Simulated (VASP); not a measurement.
# AlN in VASP: further runs

AlN is run at these levels: PBE; tasks: single point.

Program: VASP 6.6.1. These are calculated values, not measurements. Logs are shortened: lines on timing, memory, paths and dates and some standing lists are left out, and cuts for length are marked.

**1. The cell of the first run**

Symmetry: Cmcm, No. 63, orthorhombic system. The conventional cell has a = 4.071 Å, b = 4.071 Å, c = 4.071 Å, α = 90.00°, β = 90.00°, γ = 90.00°. Within 2.6 Å of Al (site symmetry m2m) lie 6 N at 1.97 to 2.10 Å. N (site symmetry m2m) has 6 Al at 1.97 to 2.10 Å within 2.6 Å.

**2. Single point, PBE (mode 10 frozen in at -0.057 Å and mode 12 at +0.000 Å (largest displacements))**

File INCAR:

```
PREC = Accurate
ENCUT = 520
EDIFF = 1E-7
ISMEAR = 0
SIGMA = 0.05
LREAL = F
LASPH = T
NELM = 60
ALGO = Normal
ISIF = 2
LWAVE = F
LCHARG = T
GGA = PE
LELF = T
LVHAR = T
NBANDS = 16
```

File KPOINTS:

```
Automatic mesh
0
Gamma
  8 8 6
```

File POSCAR:

```
AlN
1.0
    0.0000000000     -2.0353166207     -2.0353166207
    0.0000000000      2.0353166207     -2.0353166207
    4.0706332413      0.0000000000      0.0000000000
Al N
2 2
Direct
    0.5026372327      0.4973627673      0.0000000000
   -0.0026372327      0.0026372327      0.5000000000
    0.5140027354      0.4859972646      0.5000000000
   -0.0140027354      1.0140027354      0.0000000000
```

Potentials or basis: VASP PAW PBE potentials, release 64 (Al, N).

The run is started by

```sh
> cat potpaw_PBE.64/Al/POTCAR potpaw_PBE.64/N/POTCAR > POTCAR
> mpirun -np 1 vasp_std > vasp.out
```

OUTCAR:

```text
PREC = Accurate
   ENCUT = 520
   EDIFF = 1E-7
   ISMEAR = 0
   LREAL = F
   LASPH = T
   NELM = 60
   ISIF = 2
   GGA = PE

 ion  position               nearest neighbor table
   1  0.503  0.497  0.000-   4 1.97   3 2.04   3 2.04   4 2.04   4 2.04   4 2.10   2 2.86   2 2.86
                             2 2.88   2 2.88   2 2.88   2 2.88   2 2.89   2 2.89
   2  0.997  0.003  0.500-   3 1.97   4 2.04   4 2.04   3 2.04   3 2.04   3 2.10   1 2.86   1 2.86
                             1 2.88   1 2.88   1 2.88   1 2.88   1 2.89   1 2.89
   3  0.514  0.486  0.500-   2 1.97   1 2.04   1 2.04   2 2.04   2 2.04   2 2.10
   4  0.986  0.014  0.000-   1 1.97   2 2.04   2 2.04   1 2.04   1 2.04   1 2.10

  LATTYP: Found a simple tetragonal cell.
 ALAT       =     2.8783723687
 C/A-ratio  =     1.4142135623

  Lattice vectors:

 A1 = (   0.0000000000,  -2.0353166207,  -2.0353166207)
 A2 = (   0.0000000000,   2.0353166207,  -2.0353166207)
 A3 = (   4.0706332413,   0.0000000000,   0.0000000000)

Analysis of symmetry for initial positions (statically):
=====================================================================
 Subroutine PRICEL returns:
 Original cell was already a primitive cell.

 Routine SETGRP: Setting up the symmetry group for a
 simple tetragonal supercell.

 Subroutine GETGRP returns: Found  8 space group operations
 (whereof  4 operations were pure point group operations)
 out of a pool of 16 trial point group operations.

The static configuration has the point symmetry C_2v.
 The point group associated with its full space group is D_2h.

Analysis of symmetry for dynamics (positions and initial velocities):
=====================================================================
 Subroutine PRICEL returns:
 Original cell was already a primitive cell.

 Routine SETGRP: Setting up the symmetry group for a
 simple tetragonal supercell.

 Subroutine GETGRP returns: Found  8 space group operations
 (whereof  4 operations were pure point group operations)
 out of a pool of 16 trial point group operations.

The dynamic configuration has the point symmetry C_2v.
 The point group associated with its full space group is D_2h.

 Subroutine INISYM returns: Found  8 space group operations
 (whereof  4 operations are pure point group operations),
 and found     1 'primitive' translations

----------------------------------------------------------------------------------------

                                     Primitive cell

  volume of cell :      33.7253

  direct lattice vectors                    reciprocal lattice vectors
     0.000000000 -2.035316621 -2.035316621     0.000000000 -0.245662024 -0.245662024
     0.000000000  2.035316621 -2.035316621     0.000000000  0.245662024 -0.245662024
     4.070633241  0.000000000  0.000000000     0.245662024  0.000000000  0.000000000

  length of vectors
     2.878372369  2.878372369  4.070633241     0.347418566  0.347418566  0.245662024

  position of ions in fractional coordinates (direct lattice)
     0.502637233  0.497362767  0.000000000
     0.997362767  0.002637233  0.500000000
     0.514002735  0.485997265  0.500000000
     0.985997265  0.014002735  0.000000000

  ion indices of the primitive-cell ions
   primitive index   ion index
                 1           1
                 2           2
                 3           3
                 4           4

----------------------------------------------------------------------------------------

 KPOINTS: Automatic mesh

Automatic generation of k-mesh.
 Grid dimensions read from file:
 generate k-points for:    8    8    6

 Generating k-lattice:

  Cartesian coordinates                     Fractional coordinates (reciprocal lattice)
     0.000000000 -0.030707753 -0.030707753     0.125000000  0.000000000  0.000000000
     0.000000000  0.030707753 -0.030707753     0.000000000  0.125000000  0.000000000
     0.040943671  0.000000000  0.000000000     0.000000000  0.000000000  0.166666667

  Length of vectors
     0.043427321  0.043427321  0.040943671

  Shift w.r.t. Gamma in fractional coordinates (k-lattice)
     0.000000000  0.000000000  0.000000000

 Subroutine IBZKPT returns following result:
 ===========================================

 Found     84 irreducible k-points:

 Following reciprocal coordinates:
            Coordinates               Weight
  0.000000  0.000000  0.000000      1.000000
  0.125000  0.000000  0.000000      4.000000
  0.250000  0.000000  0.000000      4.000000
  0.375000  0.000000  0.000000      4.000000
  0.500000  0.000000  0.000000      2.000000
  0.125000  0.125000  0.000000      2.000000
[... 16 lines left out ...]
  0.125000  0.000000  0.166667      8.000000
  0.250000  0.000000  0.166667      8.000000
 [... further k-points ...]
   k-points           NKPTS =     84   k-points in BZ     NKDIM =     84   number of bands    NBANDS=     16
   number of dos      NEDOS =    301   number of ions     NIONS =      4
   total plane-waves  NPLWV =  17280
   dimension x,y,z NGX =    24 NGY =   24 NGZ =   30
   dimension x,y,z NGXF=    48 NGYF=   48 NGZF=   60
   ions per type =               2   2
   NGX,Y,Z   is equivalent  to a cutoff of  13.86, 13.86, 12.25 a.u.
   NGXF,Y,Z  is equivalent  to a cutoff of  27.72, 27.72, 24.50 a.u.
 SYSTEM =  unknown system
   PREC   = accura    normal or accurate (medium, high low for compatibility)
   ISTART =      0    job   : 0-new  1-cont  2-samecut
   ICHARG =      2    charge: 1-file 2-atom 10-const
   ISPIN  =      1    spin polarized calculation?
   LNONCOLLINEAR =      F non collinear calculations
   LSORBIT =      F    spin-orbit coupling
   LASPH  =      T    aspherical Exc in radial PAW
   ENCUT  =  520.0 eV  38.22 Ry    6.18 a.u.   5.35  5.35  7.57*2*pi/ulx,y,z
   NELM   =     60;   NELMIN=  2; NELMDL= -5     # of ELM steps
   EDIFF  = 0.1E-06   stopping-criterion for ELM
   LREAL  =      F    real-space projection
   EDIFFG = 0.1E-05   stopping-criterion for IOM
   NSW    =      0    number of steps for IOM
   IBRION =     -1    ionic relax: 0-MD 1-quasi-New 2-CG
   NFREE  =      0    steps in history (QN), initial steepest desc. (CG)
   ISIF   =      2    stress and relaxation
   ISYM   =      2    0-nonsym 1-usesym 2-fastsym
   POTIM  = 0.5000    time-step for ionic-motion
   TEBEG  =    0.0;   TEEND  =   0.0 temperature during run
   PSTRESS=    0.0 pullay stress
   NELECT =      16.0000    total number of electrons
   NUPDOWN=      -1.0000    fix difference up-down
   EMIN   =  10.00;   EMAX   =-10.00  energy-range for DOS
   EFERMI =   0.00;   METHOD = LEGACY
   ISMEAR =     0;   SIGMA  =   0.05  broadening in eV -4-tet -1-fermi 0-gaus
   EFERMI_NEDOS =   21; number of points for ismear=-14 and -15
   IALGO  =     38    algorithm
   IMIX   =      4    mixing-type and parameters
     AMIX     =   0.40;   BMIX     =  1.00
     AMIX_MAG =   1.60;   BMIX_MAG =  1.00
  volume/ion in A,a.u.               =       8.43        56.90
  Fermi-wavevector in a.u.,A,eV,Ry     =   1.276820  2.412839 22.181144  1.630268
  Thomas-Fermi vector in A             =   2.409454
   LORBIT       =      0    0 simple, 1 ext, 2 COOP (PROOUT), +10 PAW based schemes
   GGA     = PE    functional components
   LHFCALC =     F    Hartree Fock is set to
   AEXX    =    0.0000 exact exchange contribution
   IVDW    =     0    specifies the selected vdW correction
   LEPSILON=     F    determine dielectric tensor
   LRPA    =     F    only Hartree local field effects (RPA)
 non-spin polarized calculation
 Gauss-broadening in eV      SIGMA  =   0.05
  energy-cutoff  :      520.00
  volume of cell :       33.73
 maximum number of plane-waves:       928
 NGX is ok and might be reduce to    24
   NGX = 11   NGY = 11   NGZ = 15

 number of electron      16.0000003 magnetization

 Free energy of the ion-electron system (eV)
  ---------------------------------------------------
  ext. energy  EPLUGINS =         0.00000000
  ---------------------------------------------------
  free energy    TOTEN  =       -29.03728028 eV

  energy without entropy =      -29.03728028  energy(sigma->0) =      -29.03728028

 E-fermi :   9.9903     XC(G=0): -12.1890

 val. band max:        9.7221290879   @ k =   0.0000   0.0000   0.0000
 cond. band min:      14.0691222458   @ k =   0.5000   0.5000   0.0000
 fundamental gap:      4.3469931578
 Fermi energy:         9.9903175359

 k-point     1 :       0.0000    0.0000    0.0000
  band No.  band energies     occupation
      1      -7.6742      2.00000
      2      -3.5342      2.00000
      3       2.4508      2.00000
      4       6.9433      2.00000
      5       6.9702      2.00000
      6       9.6508      2.00000
[... 8 lines left out ...]
     15      23.8144      0.00000
     16      26.1703      0.00000

 k-point     2 :       0.1250    0.0000    0.0000
  band No.  band energies     occupation
      1      -7.4652      2.00000
      2      -3.4982      2.00000
      3       2.6645      2.00000
      4       5.9447      2.00000
      5       7.0848      2.00000
      6       8.7277      2.00000
[... 8 lines left out ...]
     15      23.4781      0.00000
     16      24.8877      0.00000

 k-point     3 :       0.2500    0.0000    0.0000
  band No.  band energies     occupation
      1      -6.8581      2.00000
      2      -3.5126      2.00000
      3       3.2953      2.00000
      4       4.3169      2.00000
      5       6.8898      2.00000
      6       7.4557      2.00000
[... 8 lines left out ...]
     15      23.0976      0.00000
     16      23.1590      0.00000

 k-point     4 :       0.3750    0.0000    0.0000
  band No.  band energies     occupation
      1      -5.9277      2.00000
      2      -3.9004      2.00000
      3       3.4533      2.00000
      4       4.3046      2.00000
      5       5.1310      2.00000
      6       7.1511      2.00000
[... 8 lines left out ...]
     15      22.1383      0.00000
     16      22.9992      0.00000
[... 324 lines left out ...]
 k-point    22 :       0.0000    0.0000    0.1667
  band No.  band energies     occupation
      1      -7.4876      2.00000
      2      -4.0088      2.00000
      3       3.0182      2.00000
      4       7.0817      2.00000
      5       7.1070      2.00000
      6       9.0335      2.00000
[... 8 lines left out ...]
     15      23.4357      0.00000
     16      24.4894      0.00000

 k-point    23 :       0.1250    0.0000    0.1667
  band No.  band energies     occupation
      1      -7.2816      2.00000
      2      -3.9311      2.00000
      3       3.0953      2.00000
      4       6.2130      2.00000
      5       7.2161      2.00000
      6       7.9190      2.00000
[... 8 lines left out ...]
     15      23.0182      0.00000
     16      24.7106      0.00000

 k-point    24 :       0.2500    0.0000    0.1667
  band No.  band energies     occupation
      1      -6.6851      2.00000
      2      -3.8091      2.00000
      3       2.9938      2.00000
      4       5.2052      2.00000
      5       6.0577      2.00000
      6       7.5655      2.00000
[... 8 lines left out ...]
     15      22.3164      0.00000
     16      23.7907      0.00000

 [... further k-points ...]
[... 5 lines left out ...]
  --------------------------------------------------------------------------------------
  -------------------------------------------------------------------------------------
  Total        0.0125618      0.4548130     -0.1170461      0.0000000      0.0000000      0.0000000
  in kB        0.5967676     21.6066536     -5.5604693      0.0000000      0.0000000      0.0000000
  external PRESSURE =       5.5476506 kB  Pullay stress =       0.0000000 kB

 VOLUME and BASIS-vectors are now :
 -----------------------------------------------------------------------------
  energy-cutoff  :      520.00
  volume of cell :       33.73
      direct lattice vectors                 reciprocal lattice vectors
     0.000000000 -2.035316621 -2.035316621     0.000000000 -0.245662024 -0.245662024
     0.000000000  2.035316621 -2.035316621     0.000000000  0.245662024 -0.245662024
     4.070633241  0.000000000  0.000000000     0.245662024  0.000000000  0.000000000

 POSITION                                       TOTAL-FORCE (eV/Angst)
 -----------------------------------------------------------------------------------
      0.00000     -0.01074     -2.03532         0.000000      0.336471      0.000000
      2.03532     -2.02458     -2.03532         0.000000     -0.336471      0.000000
      2.03532     -0.05700     -2.03532         0.000000      0.901174      0.000000
      0.00000     -1.97832     -2.03532         0.000000     -0.901174      0.000000
 -----------------------------------------------------------------------------------
    total drift:                               -0.000000     -0.000000     -0.000000

  FREE ENERGIE OF THE ION-ELECTRON SYSTEM (eV)
  ---------------------------------------------------
  free  energy   TOTEN  =       -29.0372802793 eV

  energy  without entropy=      -29.0372802793  energy(sigma->0) =      -29.03728028
```

Wall time 13 s (1 thread of Intel Xeon 6975P-C (Granite Rapids), shared host); peak memory 0.16 GiB.

What came out:

| Quantity | Value |
| --- | --- |
| Free energy | -29.0373 eV |
| Pressure | 0.6 GPa |
| Largest force | 0.901 eV/Å |
| Band gap on the k mesh | 4.35 eV |

Forces on the atoms (eV/Å):
```
Al   0.000  0.336  0.000
Al   0.000 -0.336  0.000
N    0.000  0.901  0.000
N    0.000 -0.901  0.000
```

Stress tensor (GPa, compression positive):
```
 0.06  0.00  0.00
 0.00  2.16  0.00
 0.00  0.00 -0.56
```

Caveat: the cell differs from its parent crystal (mode 10 frozen in at -0.057 Å and mode 12 at +0.000 Å (largest displacements)). A k mesh can miss the band edges.

(Part 1 of 2 ends here.)
